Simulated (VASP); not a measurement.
# SiC (wurtzite type) (P6_3mc) in VASP: notebook

SiC (wurtzite type) is run at these levels: PBE; tasks: single point.

Program: VASP 6.6.1. These are calculated values, not measurements. Logs are shortened: lines on timing, memory, paths and dates and some standing lists are left out, and cuts for length are marked.

### Step 1. The cell of the first run

It takes space group P6_3mc (No. 186, hexagonal). The conventional cell has a = 2.677 Å, b = 2.677 Å, c = 4.333 Å, α = 90.00°, β = 90.00°, γ = 120.00°. Within 2.2 Å of Si (site symmetry 3m) lie 4 C at 1.63 to 1.64 Å. C (site symmetry 3m) has 4 Si at 1.63 to 1.64 Å within 2.2 Å.

### Step 2. Single point, PBE (6.72 Å³/atom)

INCAR

```
  ALGO = Normal
  EDIFF = 1E-6
  ENCUT = 520
  GGA = PE
  ISIF = 2
  ISMEAR = -1
  LASPH = True
  LCHARG = False
  LREAL = False
  LWAVE = False
  NBANDS = 16
  NELM = 100
  PREC = Accurate
  SIGMA = 0.1
```

KPOINTS

```
k-points
0
Gamma
  13 13 7
```

POSCAR

```
SiC
1.0
    2.6767476539      0.0000000000      0.0000000000
   -1.3383738269      2.3181314678      0.0000000000
    0.0000000000      0.0000000000      4.3330711094
Si C
2 2
Direct
    0.3333333333      0.6666666667     -0.0015490620
    0.6666666667      0.3333333333      0.4984509380
    0.3333333333      0.6666666667      0.3775490620
    0.6666666667      0.3333333333      0.8775490620
```

Potentials or basis: VASP PAW PBE potentials, release 64 (Si, C).

Run with:

```
> cat potpaw_PBE.64/Si/POTCAR potpaw_PBE.64/C/POTCAR > POTCAR
> mpirun -np 1 vasp_std > vasp.out
```

OUTCAR:

```text
EDIFF = 1E-6
   ENCUT = 520
   GGA = PE
   ISIF = 2
   ISMEAR = -1
   LASPH = True
   LREAL = False
   NELM = 100
   PREC = Accurate

 ion  position               nearest neighbor table
   1  0.333  0.667  0.998-   4 1.63   4 1.63   4 1.63   3 1.64   2 2.66   2 2.66   2 2.66   2 2.66
                             2 2.66   2 2.66
   2  0.667  0.333  0.498-   3 1.63   3 1.63   3 1.63   4 1.64   1 2.66   1 2.66   1 2.66   1 2.66
                             1 2.66   1 2.66
   3  0.333  0.667  0.378-   2 1.63   2 1.63   2 1.63   1 1.64
   4  0.667  0.333  0.878-   1 1.63   1 1.63   1 1.63   2 1.64

  LATTYP: Found a hexagonal cell.
 ALAT       =     2.6767476539
 C/A-ratio  =     1.6187820705

  Lattice vectors:

 A1 = (   2.6767476539,   0.0000000000,   0.0000000000)
 A2 = (  -1.3383738269,   2.3181314678,   0.0000000000)
 A3 = (   0.0000000000,   0.0000000000,   4.3330711094)

Analysis of symmetry for initial positions (statically):
=====================================================================
 Subroutine PRICEL returns:
 Original cell was already a primitive cell.

 Routine SETGRP: Setting up the symmetry group for a
 hexagonal supercell.

 Subroutine GETGRP returns: Found 12 space group operations
 (whereof  6 operations were pure point group operations)
 out of a pool of 24 trial point group operations.

The static configuration has the point symmetry C_3v.
 The point group associated with its full space group is C_6v.

Analysis of symmetry for dynamics (positions and initial velocities):
=====================================================================
 Subroutine PRICEL returns:
 Original cell was already a primitive cell.

 Routine SETGRP: Setting up the symmetry group for a
 hexagonal supercell.

 Subroutine GETGRP returns: Found 12 space group operations
 (whereof  6 operations were pure point group operations)
 out of a pool of 24 trial point group operations.

The dynamic configuration has the point symmetry C_3v.
 The point group associated with its full space group is C_6v.

 Subroutine INISYM returns: Found 12 space group operations
 (whereof  6 operations are pure point group operations),
 and found     1 'primitive' translations

----------------------------------------------------------------------------------------

                                     Primitive cell

  volume of cell :      26.8869

  direct lattice vectors                    reciprocal lattice vectors
     2.676747654  0.000000000  0.000000000     0.373587700  0.215690959  0.000000000
    -1.338373827  2.318131468  0.000000000     0.000000000  0.431381919  0.000000000
     0.000000000  0.000000000  4.333071109     0.000000000  0.000000000  0.230783196

  length of vectors
     2.676747654  2.676747654  4.333071109     0.431381919  0.431381919  0.230783196

  position of ions in fractional coordinates (direct lattice)
     0.333333333  0.666666667  0.998450938
     0.666666667  0.333333333  0.498450938
     0.333333333  0.666666667  0.377549062
     0.666666667  0.333333333  0.877549062

  ion indices of the primitive-cell ions
   primitive index   ion index
                 1           1
                 2           2
                 3           3
                 4           4

----------------------------------------------------------------------------------------

 KPOINTS: k-points

Automatic generation of k-mesh.
 Grid dimensions read from file:
 generate k-points for:   13   13    7

 Generating k-lattice:

  Cartesian coordinates                     Fractional coordinates (reciprocal lattice)
     0.028737515  0.016591612  0.000000000     0.076923077  0.000000000  0.000000000
     0.000000000  0.033183225  0.000000000     0.000000000  0.076923077  0.000000000
     0.000000000  0.000000000  0.032969028     0.000000000  0.000000000  0.142857143

  Length of vectors
     0.033183225  0.033183225  0.032969028

  Shift w.r.t. Gamma in fractional coordinates (k-lattice)
     0.000000000  0.000000000  0.000000000

 Subroutine IBZKPT returns following result:
 ===========================================

 Found     84 irreducible k-points:

 Following reciprocal coordinates:
            Coordinates               Weight
  0.000000  0.000000  0.000000      1.000000
  0.076923  0.000000  0.000000      6.000000
  0.153846  0.000000  0.000000      6.000000
  0.230769  0.000000  0.000000      6.000000
  0.307692  0.000000  0.000000      6.000000
  0.384615  0.000000  0.000000      6.000000
[... 16 lines left out ...]
  0.076923  0.000000  0.142857     12.000000
  0.153846  0.000000  0.142857     12.000000
 [... further k-points ...]
   k-points           NKPTS =     84   k-points in BZ     NKDIM =     84   number of bands    NBANDS=     16
   number of dos      NEDOS =    301   number of ions     NIONS =      4
   total plane-waves  NPLWV =  12800
   dimension x,y,z NGX =    20 NGY =   20 NGZ =   32
   dimension x,y,z NGXF=    40 NGYF=   40 NGZF=   64
   ions per type =               2   2
   NGX,Y,Z   is equivalent  to a cutoff of  12.42, 12.42, 12.28 a.u.
   NGXF,Y,Z  is equivalent  to a cutoff of  24.84, 24.84, 24.55 a.u.
 SYSTEM =  unknown system
   PREC   = accura    normal or accurate (medium, high low for compatibility)
   ISTART =      0    job   : 0-new  1-cont  2-samecut
   ICHARG =      2    charge: 1-file 2-atom 10-const
   ISPIN  =      1    spin polarized calculation?
   LNONCOLLINEAR =      F non collinear calculations
   LSORBIT =      F    spin-orbit coupling
   LASPH  =      T    aspherical Exc in radial PAW
   ENCUT  =  520.0 eV  38.22 Ry    6.18 a.u.   4.98  4.98  8.06*2*pi/ulx,y,z
   NELM   =    100;   NELMIN=  2; NELMDL= -5     # of ELM steps
   EDIFF  = 0.1E-05   stopping-criterion for ELM
   LREAL  =      F    real-space projection
   EDIFFG = 0.1E-04   stopping-criterion for IOM
   NSW    =      0    number of steps for IOM
   IBRION =     -1    ionic relax: 0-MD 1-quasi-New 2-CG
   NFREE  =      0    steps in history (QN), initial steepest desc. (CG)
   ISIF   =      2    stress and relaxation
   ISYM   =      2    0-nonsym 1-usesym 2-fastsym
   POTIM  = 0.5000    time-step for ionic-motion
   TEBEG  =    0.0;   TEEND  =   0.0 temperature during run
   PSTRESS=    0.0 pullay stress
   NELECT =      16.0000    total number of electrons
   NUPDOWN=      -1.0000    fix difference up-down
   EMIN   =  10.00;   EMAX   =-10.00  energy-range for DOS
   EFERMI =   0.00;   METHOD = LEGACY
   ISMEAR =    -1;   SIGMA  =   0.10  broadening in eV -4-tet -1-fermi 0-gaus
   EFERMI_NEDOS =   21; number of points for ismear=-14 and -15
   IALGO  =     38    algorithm
   IMIX   =      4    mixing-type and parameters
     AMIX     =   0.40;   BMIX     =  1.00
     AMIX_MAG =   1.60;   BMIX_MAG =  1.00
  volume/ion in A,a.u.               =       6.72        45.36
  Fermi-wavevector in a.u.,A,eV,Ry     =   1.377001  2.602155 25.798455  1.896133
  Thomas-Fermi vector in A             =   2.502195
   LORBIT       =      0    0 simple, 1 ext, 2 COOP (PROOUT), +10 PAW based schemes
   GGA     = PE    functional components
   LHFCALC =     F    Hartree Fock is set to
   AEXX    =    0.0000 exact exchange contribution
   IVDW    =     0    specifies the selected vdW correction
   LEPSILON=     F    determine dielectric tensor
   LRPA    =     F    only Hartree local field effects (RPA)
 non-spin polarized calculation
  energy-cutoff  :      520.00
  volume of cell :       26.89
 maximum number of plane-waves:       748
 NGX is ok and might be reduce to    20
   NGX =  9   NGY =  9   NGZ = 17

 number of electron      16.0000001 magnetization

 Free energy of the ion-electron system (eV)
  ---------------------------------------------------
  ext. energy  EPLUGINS =         0.00000000
  ---------------------------------------------------
  free energy    TOTEN  =       -22.81457423 eV

  energy without entropy =      -22.81456263  energy(sigma->0) =      -22.81456843

 E-fermi :  14.7976     XC(G=0): -13.3341

 val. band max:       14.0283284869   @ k =   0.0000   0.0000   0.0000
 cond. band min:      15.5392540805   @ k =   0.3077   0.3077   0.0000
 fundamental gap:      1.5109255936
 Fermi energy:        14.7975926290

 k-point     1 :       0.0000    0.0000    0.0000
  band No.  band energies     occupation
      1      -5.4614      2.00000
      2       0.1613      2.00000
      3       2.4756      2.00000
      4      12.3501      2.00000
      5      12.3501      2.00000
      6      13.8399      1.99986
[... 8 lines left out ...]
     15      26.3703      0.00000
     16      27.5253      0.00000

 k-point     2 :       0.0769    0.0000    0.0000
  band No.  band energies     occupation
      1      -5.3209      2.00000
      2       0.2778      2.00000
      3       2.6145      2.00000
      4      11.6567      2.00000
      5      12.0823      2.00000
      6      13.4727      2.00000
[... 8 lines left out ...]
     15      26.6583      0.00000
     16      26.7338      0.00000

 k-point     3 :       0.1538    0.0000    0.0000
  band No.  band energies     occupation
      1      -4.9014      2.00000
      2       0.6205      2.00000
      3       3.0281      2.00000
      4      10.0078      2.00000
      5      11.4910      2.00000
      6      12.4882      2.00000
[... 8 lines left out ...]
     15      26.1510      0.00000
     16      27.4129      0.00000

 k-point     4 :       0.2308    0.0000    0.0000
  band No.  band energies     occupation
      1      -4.2097      2.00000
      2       1.1618      2.00000
      3       3.7063      2.00000
      4       8.0044      2.00000
      5      10.8468      2.00000
      6      11.1170      2.00000
[... 8 lines left out ...]
     15      26.7216      0.00000
     16      27.2427      0.00000

 k-point     5 :       0.3077    0.0000    0.0000
  band No.  band energies     occupation
      1      -3.2606      2.00000
      2       1.8065      2.00000
      3       4.6243      2.00000
      4       6.0492      2.00000
      5       9.5845      2.00000
      6      10.2917      2.00000
[... 8 lines left out ...]
     15      28.1083      0.00000
     16      28.8436      0.00000

 k-point     6 :       0.3846    0.0000    0.0000
  band No.  band energies     occupation
      1      -2.0880      2.00000
      2       2.0921      2.00000
      3       4.7329      2.00000
      4       5.7319      2.00000
      5       8.0607      2.00000
      6       9.8948      2.00000
[... 8 lines left out ...]
     15      29.0692      0.00000
     16      31.1283      0.00000
[... 267 lines left out ...]
 k-point    21 :       0.3077    0.3077    0.0000
  band No.  band energies     occupation
      1       0.5288      2.00000
      2       1.5929      2.00000
      3       4.4767      2.00000
      4       6.8329      2.00000
      5       7.8109      2.00000
      6       8.1535      2.00000
[... 8 lines left out ...]
     15      29.3122      0.00000
     16      31.5460      0.00000

 k-point    22 :       0.0000    0.0000    0.1429
  band No.  band energies     occupation
      1      -5.3213      2.00000
      2      -0.7398      2.00000
      3       3.5817      2.00000
      4      12.4162      2.00000
      5      12.4162      2.00000
      6      13.4255      2.00000
[... 8 lines left out ...]
     15      25.9042      0.00000
     16      28.0819      0.00000

 k-point    23 :       0.0769    0.0000    0.1429
  band No.  band energies     occupation
      1      -5.1811      2.00000
      2      -0.6140      2.00000
      3       3.7081      2.00000
      4      11.7358      2.00000
      5      12.1559      2.00000
      6      13.1931      2.00000
[... 8 lines left out ...]
     15      26.5366      0.00000
     16      27.5327      0.00000

 k-point    24 :       0.1538    0.0000    0.1429
  band No.  band energies     occupation
      1      -4.7624      2.00000
      2      -0.2414      2.00000
      3       4.0804      2.00000
      4      10.1131      2.00000
      5      11.5770      2.00000
      6      12.2050      2.00000
[... 8 lines left out ...]
     15      26.9963      0.00000
     16      28.0423      0.00000

 [... further k-points ...]

------------------------ aborting loop because EDIFF is reached ----------------------------------------

  FORCE on cell =-STRESS in cart. coord.  units (eV):
  Direction    XX          YY          ZZ          XY          YZ          ZX
  --------------------------------------------------------------------------------------
  -------------------------------------------------------------------------------------
  Total       36.8641171     36.8641171     36.8525353      0.0000000      0.0000000      0.0000000
  in kB     2196.7119357   2196.7119357   2196.0217860      0.0000000      0.0000000      0.0000000
  external PRESSURE =    2196.4818858 kB  Pullay stress =       0.0000000 kB

 VOLUME and BASIS-vectors are now :
 -----------------------------------------------------------------------------
  energy-cutoff  :      520.00
  volume of cell :       26.89
      direct lattice vectors                 reciprocal lattice vectors
     2.676747654  0.000000000  0.000000000     0.373587700  0.215690959  0.000000000
    -1.338373827  2.318131468  0.000000000     0.000000000  0.431381919  0.000000000
     0.000000000  0.000000000  4.333071109     0.000000000  0.000000000  0.230783196

 POSITION                                       TOTAL-FORCE (eV/Angst)
 -----------------------------------------------------------------------------------
     -0.00000      1.54542      4.32636         0.000000      0.000000     -0.004969
      1.33837      0.77271      2.15982        -0.000000     -0.000000     -0.004969
     -0.00000      1.54542      1.63595         0.000000     -0.000000      0.004969
      1.33837      0.77271      3.80248        -0.000000      0.000000      0.004969
 -----------------------------------------------------------------------------------
    total drift:                               -0.000000      0.000000     -0.000194

  FREE ENERGIE OF THE ION-ELECTRON SYSTEM (eV)
  ---------------------------------------------------
  free  energy   TOTEN  =       -22.8145742271 eV

  energy  without entropy=      -22.8145626337  energy(sigma->0) =      -22.81456843
```

Run time: 22 s. Hardware: 1 thread of Intel Xeon 8259CL, shared host; peak memory 0.15 GiB.

What came out:

```
Free energy            : -22.8146 eV
Pressure               : 219.6 GPa
Largest force          : 0.005 eV/Å
Band gap on the k mesh : 1.51 eV (least direct gap 4.82 eV)
```

Forces in eV/Å, atoms in the order of the input:
```
Si   0.000  0.000 -0.005
Si   0.000  0.000 -0.005
C    0.000  0.000  0.005
C    0.000  0.000  0.005
```

Levels at points of the mesh, in eV from the valence-band top:
| k point | band 4 | band 5 | band 6 | band 7 | band 8 | band 9 | band 10 | band 11 | band 12 | band 13 |
| --- | --- | --- | --- | --- | --- | --- | --- | --- | --- | --- |
| (0.00, 0.00, 0.00) | -1.68 | -1.68 | -0.19 | -0.19 | 0.00 | 8.62 | 9.42 | 9.42 | 11.01 | 11.95 |

Caveat: the cell stands under pressure. A k mesh can miss the band edges.

### Step 3. Single point, PBE (7.56 Å³/atom)

This run uses another cell than the first one, of 7.56 Å³/atom.

INCAR

```
SYSTEM = SiC
PREC     = Accurate       ! precision mode
ENCUT    = 520            ! plane-wave cutoff, eV
EDIFF    = 1E-6           ! SCF threshold, eV
ISMEAR   = -1             ! smearing method
SIGMA    = 0.1            ! smearing width, eV
LREAL    = .False.        ! projectors in reciprocal space
LASPH    = .True.         ! aspherical terms in the spheres
NELM     = 100            ! most SCF steps
ALGO     = Normal         ! electronic algorithm
ISIF     = 2              ! what is computed and relaxed
LWAVE    = .False.        ! write WAVECAR
LCHARG   = .True.         ! write CHGCAR
GGA      = PE             ! functional
LELF     = .True.         ! ELF
LVHAR    = .True.       
NBANDS   = 16             ! bands
```

KPOINTS

```
regular mesh
0
Gamma
  13 13 7
  0 0 0
```

POSCAR

```
SiC
1.0
    2.7765077100      0.0000000000      0.0000000000
   -1.3882538550      2.4045262107      0.0000000000
    0.0000000000      0.0000000000      4.5307013158
Si C
2 2
Direct
    0.3333333333      0.6666666667     -0.0003930400
    0.6666666667      0.3333333333      0.4996069600
    0.3333333333      0.6666666667      0.3763930400
    0.6666666667      0.3333333333      0.8763930400
```

Potentials or basis: VASP PAW PBE potentials, release 64 (Si, C).

Run with:

```
> cat potpaw_PBE.64/Si/POTCAR potpaw_PBE.64/C/POTCAR > POTCAR
> mpirun -np 1 vasp_std > vasp.out
```

Run time: 31 s. Hardware: 1 thread of Intel Xeon 8259CL, shared host; peak memory 0.17 GiB.

It converged, with:

* Free energy: -26.4198 eV
* Pressure: 130.5 GPa
* Band gap on the k mesh: 1.83 eV (least direct gap 4.59 eV)

Levels at points of the mesh, in eV from the valence-band top:
```csv
k point,band 4,band 5,band 6,band 7,band 8,band 9,band 10,band 11,band 12,band 13
"(0.00, 0.00, 0.00)",-1.44,-1.44,-0.02,0.00,0.00,7.64,8.75,8.75,9.60,10.87
```

Caveat: the cell stands under pressure. A k mesh can miss the band edges.
